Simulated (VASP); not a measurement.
# SnGeN2 (P4mm) in VASP: single point with PBE

Aim: the single point of SnGeN2 with PBE.

Everything below comes from runs of VASP 6.6.1. Logs are shortened: lines on timing, memory, paths and dates and some standing lists are left out, and cuts for length are marked.

## (1) The cell of the first run

Symmetry: P4mm, No. 99, tetragonal system. Conventional cell: a = 3.515 Å, b = 3.515 Å, c = 6.044 Å, α = 90.00°, β = 90.00°, γ = 90.00°. Within 2.2 Å of Sn (site symmetry 4mm) lie 1 N at 1.62 Å. Ge (site symmetry 4mm) has 8 N at 2.71 to 3.49 Å and 4 Sn at 3.17 Å and 4 Ge at 3.51 Å within 3.6 Å. N (site symmetry 4mm) has 1 N at 1.36 Å and 1 Sn at 1.62 Å within 1.8 Å. N (site symmetry 4mm) has 1 N at 1.36 Å within 1.8 Å.

The cell was built from a structure type or drawn by symmetry, and may not be a known phase.

## (2) Single point, PBE

The input, INCAR:

```
PREC     = Accurate       # precision mode
ENCUT    = 520            # plane-wave cutoff, eV
EDIFF    = 1E-7           # SCF threshold, eV
ISMEAR   = 0              # smearing method
SIGMA    = 0.1            # smearing width, eV
LREAL    = F              # projectors in reciprocal space
LASPH    = T              # aspherical terms in the spheres
NELM     = 100            # most SCF steps
ALGO     = Normal         # electronic algorithm
ISIF     = 2              # what is computed and relaxed
LWAVE    = F              # write WAVECAR
LCHARG   = F              # write CHGCAR
GGA      = PE             # functional
NBANDS   = 27             # bands
```

The input, KPOINTS:

```
regular mesh
0
Gamma
  6 6 4
```

The input, POSCAR:

```
SnGeN2
1.0
    3.5145286000      0.0000000000      0.0000000000
    0.0000000000      3.5145286000      0.0000000000
    0.0000000000      0.0000000000      6.0444123200
Sn Ge N
1 1 2
Direct
    0.5000000000      0.5000000000      0.5567013200
    0.0000000000      0.0000000000      0.2299455400
    0.5000000000      0.5000000000      0.8251598700
    0.5000000000      0.5000000000      0.0500946700
```

Potentials or basis: VASP PAW PBE potentials, release 64 (Sn_d, Ge_d, N).

Run with:

```sh
> cat potpaw_PBE.64/Sn_d/POTCAR potpaw_PBE.64/Ge_d/POTCAR potpaw_PBE.64/N/POTCAR > POTCAR
> mpirun -np 1 vasp_std > vasp.out
```

OUTCAR:

```text
PREC = Accurate
   ENCUT = 520
   EDIFF = 1E-7
   ISMEAR = 0
   LREAL = F
   LASPH = T
   NELM = 100
   ISIF = 2
   GGA = PE

 ion  position               nearest neighbor table
   1  0.500  0.500  0.557-   3 1.62   2 3.17   2 3.17   2 3.17   2 3.17
   2  0.000  0.000  0.230-   1 3.17   1 3.17   1 3.17   1 3.17
   3  0.500  0.500  0.825-   4 1.36   1 1.62
   4  0.500  0.500  0.050-   3 1.36

  LATTYP: Found a simple tetragonal cell.
 ALAT       =     3.5145286000
 C/A-ratio  =     1.7198358608

  Lattice vectors:

 A1 = (   3.5145286000,   0.0000000000,   0.0000000000)
 A2 = (   0.0000000000,   3.5145286000,   0.0000000000)
 A3 = (   0.0000000000,   0.0000000000,   6.0444123200)

Analysis of symmetry for initial positions (statically):
=====================================================================
 Subroutine PRICEL returns:
 Original cell was already a primitive cell.

 Routine SETGRP: Setting up the symmetry group for a
 simple tetragonal supercell.

 Subroutine GETGRP returns: Found  8 space group operations
 (whereof  8 operations were pure point group operations)
 out of a pool of 16 trial point group operations.

The static configuration has the point symmetry C_4v.

Analysis of symmetry for dynamics (positions and initial velocities):
=====================================================================
 Subroutine PRICEL returns:
 Original cell was already a primitive cell.

 Routine SETGRP: Setting up the symmetry group for a
 simple tetragonal supercell.

 Subroutine GETGRP returns: Found  8 space group operations
 (whereof  8 operations were pure point group operations)
 out of a pool of 16 trial point group operations.

The dynamic configuration has the point symmetry C_4v.

 Subroutine INISYM returns: Found  8 space group operations
 (whereof  8 operations are pure point group operations),
 and found     1 'primitive' translations

----------------------------------------------------------------------------------------

                                     Primitive cell

  volume of cell :      74.6600

  direct lattice vectors                    reciprocal lattice vectors
     3.514528600  0.000000000  0.000000000     0.284533180  0.000000000  0.000000000
     0.000000000  3.514528600  0.000000000     0.000000000  0.284533180  0.000000000
[... 87 lines left out ...]
   ENCUT  =  520.0 eV  38.22 Ry    6.18 a.u.   6.53  6.53 11.24*2*pi/ulx,y,z
   NELM   =    100;   NELMIN=  2; NELMDL= -5     # of ELM steps
   EDIFF  = 0.1E-06   stopping-criterion for ELM
   LREAL  =      F    real-space projection
   EDIFFG = 0.1E-05   stopping-criterion for IOM
   NSW    =      0    number of steps for IOM
   IBRION =     -1    ionic relax: 0-MD 1-quasi-New 2-CG
   NFREE  =      0    steps in history (QN), initial steepest desc. (CG)
   ISIF   =      2    stress and relaxation
   ISYM   =      2    0-nonsym 1-usesym 2-fastsym
   POTIM  = 0.5000    time-step for ionic-motion
   TEBEG  =    0.0;   TEEND  =   0.0 temperature during run
   PSTRESS=    0.0 pullay stress
   NELECT =      38.0000    total number of electrons
   NUPDOWN=      -1.0000    fix difference up-down
   EMIN   =  10.00;   EMAX   =-10.00  energy-range for DOS
   EFERMI =   0.00;   METHOD = LEGACY
   ISMEAR =     0;   SIGMA  =   0.10  broadening in eV -4-tet -1-fermi 0-gaus
   EFERMI_NEDOS =   21; number of points for ismear=-14 and -15
   IALGO  =     38    algorithm
   IMIX   =      4    mixing-type and parameters
     AMIX     =   0.40;   BMIX     =  1.00
     AMIX_MAG =   1.60;   BMIX_MAG =  1.00
  volume/ion in A,a.u.               =      18.67       125.96
  Fermi-wavevector in a.u.,A,eV,Ry     =   1.307093  2.470048 23.245460  1.708493
  Thomas-Fermi vector in A             =   2.437851
   LORBIT       =      0    0 simple, 1 ext, 2 COOP (PROOUT), +10 PAW based schemes
   GGA     = PE    functional components
   LHFCALC =     F    Hartree Fock is set to
   AEXX    =    0.0000 exact exchange contribution
   IVDW    =     0    specifies the selected vdW correction
   LEPSILON=     F    determine dielectric tensor
   LRPA    =     F    only Hartree local field effects (RPA)
 non-spin polarized calculation
 Gauss-broadening in eV      SIGMA  =   0.10
  energy-cutoff  :      520.00
  volume of cell :       74.66
 maximum number of plane-waves:      2047
 NGX is ok and might be reduce to    28
   NGX = 13   NGY = 13   NGZ = 23

 number of electron      37.9999995 magnetization

 Free energy of the ion-electron system (eV)
  ---------------------------------------------------
  ext. energy  EPLUGINS =         0.00000000
  ---------------------------------------------------
  free energy    TOTEN  =       -18.77133813 eV

  energy without entropy =      -18.76257662  energy(sigma->0) =      -18.76695738

 E-fermi :   4.9888     XC(G=0):  -9.7273

 val. band max:        4.9439977260   @ k =   0.3333   0.0000   0.5000
 cond. band min:       4.9923571402   @ k =   0.1667   0.1667   0.0000
 fundamental gap:      0.0483594142
 Fermi energy:         4.9888001489

 k-point     1 :       0.0000    0.0000    0.0000
  band No.  band energies     occupation
      1     -20.2289      2.00000
      2     -20.2194      2.00000
      3     -20.2164      2.00000
      4     -20.2164      2.00000
      5     -20.1971      2.00000
      6     -17.9391      2.00000
[... 709 lines left out ...]
     26      12.7867      0.00000
     27      13.3911      0.00000

 [... further k-points ...]

------------------------ aborting loop because EDIFF is reached ----------------------------------------

  FORCE on cell =-STRESS in cart. coord.  units (eV):
  Direction    XX          YY          ZZ          XY          YZ          ZX
  --------------------------------------------------------------------------------------
  -------------------------------------------------------------------------------------
  Total       -1.6821063     -1.6821063     19.7848416      0.0000000      0.0000000      0.0000000
  in kB      -36.0973881    -36.0973881    424.5754852      0.0000000      0.0000000      0.0000000
  external PRESSURE =     117.4602364 kB  Pullay stress =       0.0000000 kB

 VOLUME and BASIS-vectors are now :
 -----------------------------------------------------------------------------
  energy-cutoff  :      520.00
  volume of cell :       74.66
      direct lattice vectors                 reciprocal lattice vectors
     3.514528600  0.000000000  0.000000000     0.284533180  0.000000000  0.000000000
     0.000000000  3.514528600  0.000000000     0.000000000  0.284533180  0.000000000
     0.000000000  0.000000000  6.044412320     0.000000000  0.000000000  0.165442056

 POSITION                                       TOTAL-FORCE (eV/Angst)
 -----------------------------------------------------------------------------------
      1.75726      1.75726      3.36493        -0.000000      0.000000    -15.992665
      0.00000      0.00000      1.38989         0.000000     -0.000000     -0.281303
      1.75726      1.75726      4.98761        -0.000000     -0.000000     20.319953
      1.75726      1.75726      0.30279        -0.000000     -0.000000     -4.045985
 -----------------------------------------------------------------------------------
    total drift:                                0.000000      0.000000     -0.000366

  FREE ENERGIE OF THE ION-ELECTRON SYSTEM (eV)
  ---------------------------------------------------
  free  energy   TOTEN  =       -18.7713381344 eV

  energy  without entropy=      -18.7625766177  energy(sigma->0) =      -18.76695738
```

OSZICAR:

```text
N       E                     dE             d eps       ncg     rms          rms(c)
DAV:   1     0.363446126374E+03    0.36345E+03   -0.19163E+04  1864   0.278E+03
DAV:   2     0.420477766597E+02   -0.32140E+03   -0.30896E+03  1660   0.647E+02
DAV:   3    -0.187039734756E+02   -0.60752E+02   -0.59568E+02  1878   0.188E+02
DAV:   4    -0.220353236480E+02   -0.33314E+01   -0.33141E+01  1898   0.496E+01
DAV:   5    -0.221192543703E+02   -0.83931E-01   -0.83832E-01  1951   0.825E+00    0.125E+01
DAV:   6    -0.201512428016E+02    0.19680E+01   -0.47631E+01  2408   0.435E+01    0.812E+00
DAV:   7    -0.188020087531E+02    0.13492E+01   -0.83358E+00  2054   0.147E+01    0.362E+00
DAV:   8    -0.187830317516E+02    0.18977E-01   -0.70906E-01  1882   0.457E+00    0.201E+00
DAV:   9    -0.187713315510E+02    0.11700E-01   -0.86077E-02  1816   0.213E+00    0.421E-01
DAV:  10    -0.187708867988E+02    0.44475E-03   -0.15495E-02  2205   0.867E-01    0.249E-01
DAV:  11    -0.187710665653E+02   -0.17977E-03   -0.26362E-03  2025   0.333E-01    0.107E-01
DAV:  12    -0.187712754892E+02   -0.20892E-03   -0.69478E-04  1688   0.164E-01    0.262E-02
DAV:  13    -0.187713227482E+02   -0.47259E-04   -0.86164E-05  1877   0.541E-02    0.126E-02
DAV:  14    -0.187713379454E+02   -0.15197E-04   -0.30901E-05  1831   0.330E-02    0.466E-03
DAV:  15    -0.187713379399E+02    0.55406E-08   -0.27045E-06  1954   0.119E-02    0.229E-03
DAV:  16    -0.187713381513E+02   -0.21142E-06   -0.62232E-07  1793   0.495E-03    0.964E-04
DAV:  17    -0.187713381344E+02    0.16909E-07   -0.73611E-08  1328   0.158E-03
   1 F= -.18771338E+02 E0= -.18766957E+02  d E =-.876152E-02
```

Wall time 2 min (1 thread of AMD EPYC 7R13, shared host); peak memory 0.19 GiB.

What came out:

```
Free energy            : -18.7713 eV
Pressure               : 11.7 GPa
Largest force          : 20.320 eV/Å
Band gap on the k mesh : zero (bands 19 and 20 overlap by 1.98 eV)
```

Forces on the atoms (eV/Å):
```
Sn    0.000   0.000 -15.993
Ge    0.000   0.000  -0.281
N     0.000   0.000  20.320
N     0.000   0.000  -4.046
```

Stress tensor (GPa, compression positive):
```
-3.61  0.00  0.00
 0.00 -3.61  0.00
 0.00  0.00 42.46
```

Caveat: the cell stands under pressure; spin-orbit coupling is left out, which moves the levels of the heavy elements; forces of over 1 eV/Å act on the atoms, so gaps and moduli don't describe the material at rest.
